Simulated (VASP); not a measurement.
**CsCdCl3: single point with LDA**

Crystal: CsCdCl3.

```
Cs Cd Cl
1.0
     5.20000    0.00000    0.00000
     0.00000    5.09600    0.00000
     0.00000    0.00000    5.20000
Cs Cd Cl
1 1 3
Direct
  0.00000 0.00000 0.00000
  0.50000 0.50000 0.50000
  0.00000 0.50000 0.50000
  0.50000 0.00000 0.50000
  0.50000 0.50000 0.00000
```

This cell differs from its parent crystal: strain -0.0200 x Voigt [0, 1, 0, 0, 0, 0].

- Program: VASP 6.6.1
- Task: single point
- Functional: LDA
- Potentials or basis: VASP PAW LDA potentials, release 64 (Cs_sv, Cd, Cl)
- Cutoff: 520 eV
- k mesh: 6 × 6 × 6
- Occupations: gaussian, width 0.05 eV
- Spin: no spin polarisation

```yaml
Pressure: -0.9 GPa
Band_gap_on_the_k_mesh: 1.53 eV, indirect (least direct gap 2.21 eV)
```

Stress tensor (GPa, compression positive):
```
-1.26  0.00  0.00
 0.00 -0.28  0.00
 0.00  0.00 -1.26
```

Levels at points of the mesh, in eV from the valence-band top:
```
           k point  band 17  band 18  band 19  band 20  band 21  band 22  band 23  band 24  band 25  band 26
(0.00, 0.00, 0.00)    -1.05    -1.01    -0.68    -0.68    -0.68     1.53     5.53     5.73     5.81     7.01
(0.50, 0.00, 0.00)    -1.28    -1.00    -0.99    -0.97    -0.97     4.25     6.86     7.09     7.67     7.94
(0.00, 0.50, 0.00)    -1.27    -1.07    -1.07    -0.97    -0.97     4.48     6.93     7.26     7.62     8.03
(0.50, 0.50, 0.00)    -1.24    -1.14    -1.14    -0.39    -0.03     6.21     6.94     7.15     7.60     8.05
(0.50, 0.00, 0.50)    -1.26    -1.22    -1.22    -0.41    -0.10     6.05     7.01     7.01     7.56     7.92
(0.50, 0.50, 0.50)    -0.38    -0.36    -0.36    -0.09     0.00     5.56     5.56     5.67     7.22     8.02
```

Run time: 2.1 min on 1 thread of Intel(R) Xeon(R) Platinum 8259CL CPU @ 2.50GHz (Skylake/Cascade Lake), with other jobs on the host, peak memory 0.29 GiB.

Caveat: the cell differs from its parent crystal (strain -0.0200 x Voigt [0, 1, 0, 0, 0, 0]); spin-orbit coupling is left out, which moves the levels of the heavy elements. A k mesh can miss the band edges.
